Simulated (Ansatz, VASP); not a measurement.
PtS2: VASP beside Ansatz

```
CELL_PARAMETERS angstrom
3.58254 0.00000 0.00000
-1.79127 3.10257 0.00000
0.00000 0.00000 4.67131
ATOMIC_POSITIONS crystal
Pt 0.00000 0.00000 0.00000
S 0.66667 0.33333 0.74170
S 0.33333 0.66667 0.25830
```

Alike in both runs: functional PBE; dispersion D3(BJ); k mesh 12 × 12 × 8; occupations gaussian, width 0.01 eV; no spin polarisation.

Ansatz relaxed the structure, and its values are those at the end. VASP's run is a single point on that final structure, the one shown.

```csv
,VASP,Ansatz
version,VASP 6.6.1,Ansatz 0.2.0
potentials or method,"VASP PAW PBE potentials, release 64 (Pt, S), cutoff 520 eV","scalar-relativistic, plane waves, PAW"
valence electrons in the cell,22,30
```

|  | VASP | Ansatz | Ansatz less VASP |
| --- | --- | --- | --- |
| gap on the k mesh at the Fermi level (eV) | 0.08 | 0.07 | -0.011 |
| least direct gap on the mesh (eV) | 0.69 | 0.69 | -0.006 |
| pressure (GPa) | -0.5 | 0.0 | +0.45 |
| rms of the force components (eV/Å) | 0.018 | 0.001 | -0.0163 |

VASP's potentials hold 22 valence electrons a cell and Ansatz's 30, so a difference there can come from the potentials and not from the codes.

Spin-orbit coupling is off throughout.
